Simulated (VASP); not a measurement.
# GaO4 (P-43m) in VASP: relaxation of cell and atoms with PBE

Aim: the relaxation of cell and atoms of GaO4 with PBE.

Program: VASP 6.6.1. These are calculated values, not measurements. Logs are shortened: lines on timing, memory, paths and dates and some standing lists are left out, and cuts for length are marked.

## Step 1: The cell of the first run

It takes space group P-43m (No. 215, cubic). The conventional cell has a = 4.013 Å, b = 4.013 Å, c = 4.013 Å, α = 90.00°, β = 90.00°, γ = 90.00°. Within 2.5 Å of Ga (site symmetry -43m) lie 4 O at 1.87 Å. O (site symmetry 3m) has 1 Ga at 1.87 Å within 2.5 Å.

The cell was generated, and may not be a known phase.

## Step 2: Relaxation of cell and atoms, PBE, collinear spin, ferromagnetic start

INCAR

```
PREC     = Accurate       # precision mode
ENCUT    = 600            # plane-wave cutoff, eV
EDIFF    = 1E-6           # SCF threshold, eV
ISMEAR   = 0              # smearing method
SIGMA    = 0.1            # smearing width, eV
LREAL    = F              # projectors in reciprocal space
LASPH    = T              # aspherical terms in the spheres
NELM     = 150            # most SCF steps
ALGO     = Normal         # electronic algorithm
ISIF     = 3              # what is computed and relaxed
LWAVE    = F              # write WAVECAR
LCHARG   = F              # write CHGCAR
ISPIN    = 2              # spin polarisation
MAGMOM   = 0 1.19 1.19 1.19 1.19 # initial moments
LORBIT   = 11             # projections on sites
GGA      = PE             # functional
IBRION   = 2              # ionic algorithm
NSW      = 100            # ionic steps
EDIFFG   = -0.01          # ionic threshold
```

KPOINTS

```
regular mesh
0
Gamma
  10 10 10
```

POSCAR

```
GaO4
1.0
    4.0134278945      0.0000000000      0.0000000000
    0.0000000000      4.0134278945      0.0000000000
    0.0000000000      0.0000000000      4.0134278945
Ga O
1 4
Direct
    0.0000000000      0.0000000000      0.0000000000
    0.2692485714      0.7307514286      0.7307514286
    0.7307514286      0.2692485714      0.7307514286
    0.7307514286      0.7307514286      0.2692485714
    0.2692485714      0.2692485714      0.2692485714
```

Potentials or basis: VASP PAW PBE potentials, release 64 (Ga_d, O).

The run is started by

```sh
$ cat potpaw_PBE.64/Ga_d/POTCAR potpaw_PBE.64/O/POTCAR > POTCAR
$ mpirun -np 1 vasp_std > vasp.out
```

OUTCAR:

```text
PREC = Accurate
   ENCUT = 600
   EDIFF = 1E-6
   ISMEAR = 0
   LREAL = F
   LASPH = T
   NELM = 150
   ISIF = 3
   ISPIN = 2
   LORBIT = 11
   GGA = PE
   IBRION = 2
   NSW = 100
   EDIFFG = -0.01

 ion  position               nearest neighbor table
   1  0.000  0.000  0.000-   2 1.87   3 1.87   4 1.87   5 1.87
   2  0.269  0.731  0.731-   1 1.87
   3  0.731  0.269  0.731-   1 1.87
   4  0.731  0.731  0.269-   1 1.87
   5  0.269  0.269  0.269-   1 1.87

  LATTYP: Found a simple cubic cell.
 ALAT       =     4.0134278945

  Lattice vectors:

 A1 = (   4.0134278945,   0.0000000000,   0.0000000000)
 A2 = (   0.0000000000,   4.0134278945,   0.0000000000)
 A3 = (   0.0000000000,   0.0000000000,   4.0134278945)

Analysis of symmetry for initial positions (statically):
=====================================================================
 Subroutine PRICEL returns:
 Original cell was already a primitive cell.

 Routine SETGRP: Setting up the symmetry group for a
 simple cubic supercell.

 Subroutine GETGRP returns: Found 24 space group operations
 (whereof 24 operations were pure point group operations)
 out of a pool of 48 trial point group operations.

The static configuration has the point symmetry T_d .

Analysis of symmetry for dynamics (positions and initial velocities):
=====================================================================
 Subroutine PRICEL returns:
 Original cell was already a primitive cell.

 Routine SETGRP: Setting up the symmetry group for a
 simple cubic supercell.

 Subroutine GETGRP returns: Found 24 space group operations
 (whereof 24 operations were pure point group operations)
 out of a pool of 48 trial point group operations.

The dynamic configuration has the point symmetry T_d .

Analysis of structural, dynamic, and magnetic symmetry:
=====================================================================
 Subroutine PRICEL returns:
 Original cell was already a primitive cell.

 Routine SETGRP: Setting up the symmetry group for a
 simple cubic supercell.

 Subroutine GETGRP returns: Found 24 space group operations
 (whereof 24 operations were pure point group operations)
 out of a pool of 48 trial point group operations.

The overall configuration has the point symmetry T_d .

 Subroutine INISYM returns: Found 24 space group operations
 (whereof 24 operations are pure point group operations),
 and found     1 'primitive' translations

----------------------------------------------------------------------------------------

[... 126 lines left out ...]
   IVDW    =     0    specifies the selected vdW correction
   LEPSILON=     F    determine dielectric tensor
   LRPA    =     F    only Hartree local field effects (RPA)
 conjugate gradient relaxation of ions
 spin polarized calculation
 Gauss-broadening in eV      SIGMA  =   0.10
  energy-cutoff  :      600.00
  volume of cell :       64.65
 maximum number of plane-waves:      2192
   NGX = 17   NGY = 17   NGZ = 17

--------------------------------------- Ionic step        1  -------------------------------------------

 number of electron      37.0000010 magnetization       5.0000048

 Free energy of the ion-electron system (eV)
  ---------------------------------------------------
  ext. energy  EPLUGINS =         0.00000000
  ---------------------------------------------------
  free energy    TOTEN  =       -20.10118286 eV

  energy without entropy =      -20.08535114  energy(sigma->0) =      -20.09326700

------------------------ aborting loop because EDIFF is reached ----------------------------------------

  FORCE on cell =-STRESS in cart. coord.  units (eV):
  Direction    XX          YY          ZZ          XY          YZ          ZX
  --------------------------------------------------------------------------------------
  -------------------------------------------------------------------------------------
  Total       -0.1964497     -0.1964497     -0.1964497      0.0000000     -0.0000000      0.0000000
  in kB       -4.8687284     -4.8687284     -4.8687284      0.0000000     -0.0000000      0.0000000
  external PRESSURE =      -4.8687284 kB  Pullay stress =       0.0000000 kB
[... 65 lines left out ...]
--------------------------------------- Ionic step        3  -------------------------------------------

 number of electron      37.0000002 magnetization       5.0000004

 E-fermi :  -0.0692     XC(G=0):  -9.9740

 val. band max:       -0.0720801144   @ k =   0.3000   0.1000   0.1000
 cond. band min:      -0.0672109271   @ k =   0.3000   0.1000   0.1000
 fundamental gap:      0.0048691873
 Fermi energy:        -0.0692257053

 spin component 1

 k-point     1 :       0.0000    0.0000    0.0000
  band No.  band energies     occupation
      1     -18.9167      1.00000
      2     -17.5037      1.00000
      3     -17.5037      1.00000
      4     -17.5037      1.00000
      5     -12.7943      1.00000
      6     -12.7943      1.00000
[... 1485 lines left out ...]
--------------------------------------- Ionic step        8  -------------------------------------------

 number of electron      37.0000007 magnetization       5.0000010

 Free energy of the ion-electron system (eV)
  ---------------------------------------------------
  ext. energy  EPLUGINS =         0.00000000
  ---------------------------------------------------
  free energy    TOTEN  =       -20.10733224 eV

  energy without entropy =      -20.09149667  energy(sigma->0) =      -20.09941446

 E-fermi :   0.0838     XC(G=0): -10.0657

 val. band max:        0.0786900930   @ k =   0.2000   0.2000   0.0000
 cond. band min:       0.0855259356   @ k =   0.4000   0.3000   0.1000
 fundamental gap:      0.0068358426
 Fermi energy:         0.0838218436

 spin component 1

 k-point     1 :       0.0000    0.0000    0.0000
  band No.  band energies     occupation
      1     -18.8290      1.00000
      2     -17.3503      1.00000
      3     -17.3503      1.00000
      4     -17.3503      1.00000
      5     -12.6852      1.00000
      6     -12.6852      1.00000
[... 1323 lines left out ...]
  FREE ENERGIE OF THE ION-ELECTRON SYSTEM (eV)
  ---------------------------------------------------
  free  energy   TOTEN  =       -20.1073322431 eV

  energy  without entropy=      -20.0914966709  energy(sigma->0) =      -20.09941446

 reached required accuracy - stopping structural energy minimisation

 total charge

# of ion       s       p       d       tot
------------------------------------------
    1        0.757   0.833  10.208  11.798
    2        1.614   3.105   0.000   4.719
    3        1.614   3.105   0.000   4.719
    4        1.614   3.105   0.000   4.719
    5        1.614   3.105   0.000   4.719
--------------------------------------------------
tot          7.211  13.254  10.208  30.673

 magnetization (x)

# of ion       s       p       d       tot
------------------------------------------
    1       -0.038  -0.043   0.046  -0.036
    2        0.013   1.047   0.000   1.059
    3        0.013   1.047   0.000   1.059
    4        0.013   1.047   0.000   1.059
    5        0.013   1.047   0.000   1.059
--------------------------------------------------
tot          0.013   4.143   0.046   4.202
```

It took 16 min on 1 thread of Oxide Virtual Turin-like, shared host; peak memory 0.28 GiB.

What came out:

| Property | Result |
| --- | --- |
| Free energy | -20.1073 eV |
| Relaxed volume | 12.51 Å³/atom |
| Relaxed cell | a = 3.970 Å, b = 3.970 Å, c = 3.970 Å, α = 90.00°, β = 90.00°, γ = 90.00° |
| Space group after relaxing (to 0.1 Å) | P-43m (No. 215) |
| Energy gained by relaxing | 1.2 meV/atom |
| Ionic steps | 8 |
| Pressure after relaxing | 0.0 GPa |
| Largest force after relaxing | 0.004 eV/Å |
| Band gap on the k mesh | zero (filled and empty bands overlap) |
| Net moment | 5.00 μB per cell |
| Site moments | Ga -0.04; O +1.06 μB |
| Valence electrons inside the program's atomic spheres | Ga 11.80; O 4.72 |

Forces in eV/Å, atoms in the order of the input:
```
Ga   0.000  0.000  0.000
O    0.002 -0.002 -0.002
O   -0.002  0.002 -0.002
O   -0.002 -0.002  0.002
O    0.002  0.002  0.002
```

The path:
```
step  energy change (eV)  largest force (eV/Å)  pressure (GPa)  volume (Å³)
   1              0.0000                0.0634           -0.49        64.65
   2             -0.0017                0.0681           -0.28        64.28
   3             -0.0042                0.0777            0.03        63.52
   4             -0.0045                0.0947            0.82        62.03
   5             -0.0052                0.0885            0.51        62.66
   6             -0.0061                0.0244            0.22        62.58
   7             -0.0061                0.0047            0.14        62.55
   8             -0.0061                0.0042            0.03        62.55
```

Final structure:
```yaml
crystal:
  lattice:
    - [3.96952, 0.00000, 0.00000]
    - [0.00000, 3.96952, 0.00000]
    - [0.00000, 0.00000, 3.96952]
  atoms:
    - { symbol: Ga, position: [0.00000, 0.00000, 0.00000] }
    - { symbol: O, position: [0.27260, 0.72740, 0.72740] }
    - { symbol: O, position: [0.72740, 0.27260, 0.72740] }
    - { symbol: O, position: [0.72740, 0.72740, 0.27260] }
    - { symbol: O, position: [0.27260, 0.27260, 0.27260] }
```
